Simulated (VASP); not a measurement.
# Hf3F4 (I-43d) in VASP: a series of runs, part 2 of 2

VASP 6.6.1. Earlier steps stand in the parts before.

**3. Single point, r2SCAN**

POSCAR reads:

```
Hf3F4
1.0
   -3.4202960000      3.4202960000      3.4202960000
    3.4202960000     -3.4202960000      3.4202960000
    3.4202960000      3.4202960000     -3.4202960000
Hf F
6 8
Direct
    0.2500000000      0.6250000000      0.3750000000
    0.3750000000      0.2500000000      0.6250000000
    0.7500000000      0.8750000000      0.1250000000
    0.1250000000      0.7500000000      0.8750000000
    0.6250000000      0.3750000000      0.2500000000
    0.8750000000      0.1250000000      0.7500000000
    0.2569976159      0.2569976159      0.2569976159
    0.7430023841      0.5000000000      0.0000000000
    0.5000000000      0.0000000000      0.2430023841
    0.0000000000      0.7430023841      0.5000000000
    0.2430023841      0.5000000000      0.0000000000
    0.7569976159      0.7569976159      0.7569976159
    0.0000000000      0.2430023841      0.5000000000
    0.5000000000      0.0000000000      0.7430023841
```

INCAR.step1 reads:

```
PREC = Accurate ; ENCUT = 520
ISMEAR = 1 ; SIGMA = 0.0995
LREAL = False ; LASPH = True
NELM = 100 ; NBANDS = 71
GGA = PE ; ALGO = Normal
EDIFF = 1E-4 ; LWAVE = True
LCHARG = False
```

INCAR.step2 reads:

```
PREC = Accurate ; ENCUT = 520
EDIFF = 1E-6 ; ISMEAR = 1
SIGMA = 0.0995 ; LREAL = False
LASPH = True ; NELM = 100
ALGO = Normal ; ISIF = 2
LWAVE = False ; LCHARG = True
METAGGA = R2SCAN ; LMIXTAU = True
LELF = True ; LVHAR = True
NBANDS = 71 ; ISTART = 1
```

KPOINTS reads:

```
regular mesh
0
Gamma
  5 5 5
```

Potentials or basis: VASP PAW PBE potentials, release 64 (Hf_pv, F).

Started as:

```bash
> cat potpaw_PBE.64/Hf_pv/POTCAR potpaw_PBE.64/F/POTCAR > POTCAR
> cp INCAR.step1 INCAR
> mpirun -np 1 vasp_std > vasp.out
> cp INCAR.step2 INCAR
> mpirun -np 1 vasp_std > vasp.out
```

OUTCAR:

```text
PREC = Accurate
   ENCUT = 520
   EDIFF = 1E-6
   ISMEAR = 1
   LREAL = False
   LASPH = True
   NELM = 100
   ISIF = 2
   METAGGA = R2SCAN
   ISTART = 1

 ion  position               nearest neighbor table
   1  0.250  0.625  0.375-  11 2.08  10 2.08   7 2.08  14 2.08   9 2.73  13 2.73  12 2.73   8 2.73
                             6 3.20   5 3.20   2 3.20   2 3.20   4 3.20   5 3.20   4 3.20   6 3.20
   2  0.375  0.250  0.625-  13 2.08  14 2.08   7 2.08   8 2.08  11 2.73  12 2.73   9 2.73  10 2.73
                             1 3.20   5 3.20   6 3.20   3 3.20   1 3.20   5 3.20   6 3.20   3 3.20
   3  0.750  0.875  0.125-   8 2.08   9 2.08  12 2.08  13 2.08   7 2.73  10 2.73  14 2.73  11 2.73
                             4 3.20   5 3.20   6 3.20   2 3.20   5 3.20   2 3.20   4 3.20   6 3.20
   4  0.125  0.750  0.875-  10 2.08   9 2.08  11 2.08  12 2.08   7 2.73   8 2.73  14 2.73  13 2.73
                             5 3.20   6 3.20   3 3.20   1 3.20   1 3.20   6 3.20   3 3.20   5 3.20
   5  0.625  0.375  0.250-   9 2.08  10 2.08   7 2.08   8 2.08  13 2.73  11 2.73  12 2.73  14 2.73
                             4 3.20   1 3.20   1 3.20   2 3.20   2 3.20   3 3.20   3 3.20   4 3.20
   6  0.875  0.125  0.750-  11 2.08  14 2.08  13 2.08  12 2.08   8 2.73   7 2.73  10 2.73   9 2.73
                             1 3.20   4 3.20   2 3.20   3 3.20   3 3.20   2 3.20   4 3.20   1 3.20
   7  0.257  0.257  0.257-   1 2.08   2 2.08   5 2.08   6 2.73   4 2.73   3 2.73
   8  0.743  0.500  0.000-   3 2.08   2 2.08   5 2.08   6 2.73   1 2.73   4 2.73
   9  0.500  0.000  0.243-   3 2.08   5 2.08   4 2.08   6 2.73   1 2.73   2 2.73
  10  0.000  0.743  0.500-   4 2.08   5 2.08   1 2.08   2 2.73   3 2.73   6 2.73
  11  0.243  0.500  0.000-   1 2.08   6 2.08   4 2.08   3 2.73   5 2.73   2 2.73
  12  0.757  0.757  0.757-   3 2.08   4 2.08   6 2.08   5 2.73   2 2.73   1 2.73
  13  0.000  0.243  0.500-   2 2.08   3 2.08   6 2.08   5 2.73   4 2.73   1 2.73
  14  0.500  0.000  0.743-   2 2.08   6 2.08   1 2.08   3 2.73   4 2.73   5 2.73

  LATTYP: Found a body centered cubic cell.
 ALAT       =     6.8405920000

  Lattice vectors:

 A1 = (  -3.4202960000,   3.4202960000,   3.4202960000)
 A2 = (   3.4202960000,  -3.4202960000,   3.4202960000)
 A3 = (   3.4202960000,   3.4202960000,  -3.4202960000)
[... 180 lines left out ...]
  ---------------------------------------------------
  ext. energy  EPLUGINS =         0.00000000
  ---------------------------------------------------
  free energy    TOTEN  =      -315.48689516 eV

  energy without entropy =     -315.47725542  energy(sigma->0) =     -315.48368191

 E-fermi :   8.5564     XC(G=0): -13.0373

 val. band max:        8.5385634299   @ k =   0.2000   0.2000   0.2000
 cond. band min:       8.5602309638   @ k =   0.2000   0.0000   0.0000
 fundamental gap:      0.0216675338
 Fermi energy:         8.5563838651

 k-point     1 :       0.0000    0.0000    0.0000
  band No.  band energies     occupation
      1     -27.0899      2.00000
      2     -26.4592      2.00000
      3     -26.4592      2.00000
      4     -26.4592      2.00000
      5     -25.4954      2.00000
      6     -25.4954      2.00000
[... 719 lines left out ...]
     69      10.9748      0.00000
     70      11.1593      0.00000
 [bands above 70 left out]

------------------------ aborting loop because EDIFF is reached ----------------------------------------

  FORCE on cell =-STRESS in cart. coord.  units (eV):
  Direction    XX          YY          ZZ          XY          YZ          ZX
  --------------------------------------------------------------------------------------
  -------------------------------------------------------------------------------------
  Total       43.9877887     43.9877887     43.9877887      0.0000000      0.0000000      0.0000000
  in kB      440.3435550    440.3435550    440.3435550      0.0000000      0.0000000      0.0000000
  external PRESSURE =     440.3435550 kB  Pullay stress =       0.0000000 kB

 VOLUME and BASIS-vectors are now :
 -----------------------------------------------------------------------------
  energy-cutoff  :      520.00
  volume of cell :      160.05
      direct lattice vectors                 reciprocal lattice vectors
    -3.420296000  3.420296000  3.420296000     0.000000000  0.146186178  0.146186178
     3.420296000 -3.420296000  3.420296000     0.146186178  0.000000000  0.146186178
     3.420296000  3.420296000 -3.420296000     0.146186178  0.146186178  0.000000000

 POSITION                                       TOTAL-FORCE (eV/Angst)
 -----------------------------------------------------------------------------------
      2.56522      0.00000      1.71015        -0.000000     -0.000000      0.000000
      1.71015      2.56522      0.00000        -0.000000     -0.000000      0.000000
      0.85507     -0.00000      5.13044        -0.000000     -0.000000      0.000000
      5.13044      0.85507      0.00000        -0.000000     -0.000000      0.000000
      0.00000      1.71015      2.56522        -0.000000      0.000000      0.000000
      0.00000      5.13044      0.85507        -0.000000      0.000000      0.000000
      0.87901      0.87901      0.87901         0.114504      0.114504      0.114504
     -0.83114      0.83114      4.25144         0.114504     -0.114504     -0.114504
     -0.87901      2.54129      0.87901        -0.114504     -0.114504      0.114504
      4.25144     -0.83114      0.83114        -0.114504      0.114504     -0.114504
      0.87901     -0.87901      2.54129         0.114504     -0.114504     -0.114504
      2.58916      2.58916      2.58916         0.114504      0.114504      0.114504
      2.54129      0.87901     -0.87901        -0.114504      0.114504     -0.114504
      0.83114      4.25144     -0.83114        -0.114504     -0.114504      0.114504
 -----------------------------------------------------------------------------------
    total drift:                               -0.000023     -0.000023     -0.000023

  FREE ENERGIE OF THE ION-ELECTRON SYSTEM (eV)
  ---------------------------------------------------
  free  energy   TOTEN  =      -315.4868951612 eV

  energy  without entropy=     -315.4772554218  energy(sigma->0) =     -315.48368191
```

OSZICAR.step1:

```text
N       E                     dE             d eps       ncg     rms          rms(c)
DAV:   1     0.828793816354E+03    0.82879E+03   -0.68196E+04  1420   0.167E+03
DAV:   2    -0.418730905609E+02   -0.87067E+03   -0.84951E+03  1706   0.445E+02
DAV:   3    -0.947659806726E+02   -0.52893E+02   -0.51817E+02  1792   0.920E+01
DAV:   4    -0.958524291722E+02   -0.10864E+01   -0.10629E+01  1712   0.118E+01
DAV:   5    -0.958748063448E+02   -0.22377E-01   -0.22260E-01  1721   0.136E+00    0.116E+02
DAV:   6    -0.902006171631E+02    0.56742E+01   -0.25551E+01  1629   0.251E+01    0.771E+01
DAV:   7    -0.901606913959E+02    0.39926E-01   -0.34865E+00  1680   0.792E+00    0.112E+01
DAV:   8    -0.901649320902E+02   -0.42407E-02   -0.89450E-02  1768   0.105E+00    0.156E+00
DAV:   9    -0.901562356512E+02    0.86964E-02   -0.32966E-02  1560   0.763E-01    0.407E-01
DAV:  10    -0.901563911676E+02   -0.15552E-03   -0.31968E-03  1800   0.229E-01    0.125E-01
DAV:  11    -0.901563825363E+02    0.86313E-05   -0.20159E-04  1048   0.738E-02
   1 F= -.90156383E+02 E0= -.90153561E+02  d E =-.846483E-02
```

It took 24 min on 1 thread of Intel Xeon 8259CL, shared host; peak memory 0.4 GiB.

Results:

```
Free energy            : -315.4869 eV
Pressure               : 44.0 GPa
Largest force          : 0.198 eV/Å
Band gap on the k mesh : zero (bands 58 and 59 overlap by 0.32 eV)
```

Forces on the atoms (eV/Å):
```
Hf   0.000  0.000  0.000
Hf   0.000  0.000  0.000
Hf   0.000  0.000  0.000
Hf   0.000  0.000  0.000
Hf   0.000  0.000  0.000
Hf   0.000  0.000  0.000
F    0.115  0.115  0.115
F    0.115 -0.115 -0.115
F   -0.115 -0.115  0.115
F   -0.115  0.115 -0.115
F    0.115 -0.115 -0.115
F    0.115  0.115  0.115
F   -0.115  0.115 -0.115
F   -0.115 -0.115  0.115
```

Levels at points of the mesh, in eV from the Fermi level:
```tsv
k point	band 54	band 55	band 56	band 57	band 58	band 59	band 60	band 61	band 62	band 63
(0.00, 0.00, 0.00)	-0.91	-0.91	-0.91	0.19	0.19	0.19	0.29	0.29	0.29	0.40
```

Caveat: the cell stands under pressure; the PAW data sets were made with another functional, which shifts forces and pressure a little; spin-orbit coupling is left out, which moves the levels of the heavy elements.
